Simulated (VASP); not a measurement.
A run of VASP 6.6.1:

File POSCAR:

```
TiO2
1.0
   -1.9261296200      1.9261296200      4.8883048300
    1.9261296200     -1.9261296200      4.8883048300
    1.9261296200      1.9261296200     -4.8883048300
Ti O
2 4
Direct
    0.0000000000      0.0000000000      0.0000000000
    0.7500000000      0.2500000000      0.5000000000
    0.2048194618      0.2048194618      0.0000000000
    0.9548194618      0.4548194618      0.5000000000
    0.5451805382      0.0451805382      0.5000000000
    0.7951805382      0.7951805382      0.0000000000
```

The input INCAR.step1:

```
SYSTEM = TiO2
ALGO = Normal
EDIFF = 1E-4
ENCUT = 520
GGA = PE
ISMEAR = -1
LASPH = .TRUE.
LCHARG = .FALSE.
LREAL = .FALSE.
LWAVE = .TRUE.
NBANDS = 33
NELM = 100
PREC = Accurate
SIGMA = 0.02
```

INCAR.step2

```
SYSTEM = TiO2
ALGO = Normal
EDIFF = 1E-7
ENCUT = 520
ISIF = 2
ISMEAR = -1
ISTART = 1
LASPH = .TRUE.
LCHARG = .FALSE.
LMIXTAU = .TRUE.
LREAL = .FALSE.
LWAVE = .FALSE.
METAGGA = R2SCAN
NBANDS = 33
NELM = 100
PREC = Accurate
SIGMA = 0.02
```

Contents of KPOINTS:

```
k-points
0
G
  10 10 10
  0 0 0
```

Potentials or basis: VASP PAW PBE potentials, release 64 (Ti_sv, O).

Run with:

```console
$ cat potpaw_PBE.64/Ti_sv/POTCAR potpaw_PBE.64/O/POTCAR > POTCAR
$ cp INCAR.step1 INCAR
$ mpirun -np 1 vasp_std > vasp.out
$ cp INCAR.step2 INCAR
$ mpirun -np 1 vasp_std > vasp.out
```

Hardware: 1 thread of Intel Xeon 8259CL (shared host).

Question: How long does it take, and how much memory?

Answer: Wall time 54 min on 1 thread of Intel Xeon 8259CL, on a shared host, peak memory 0.4 GiB. Counts: k points 102.
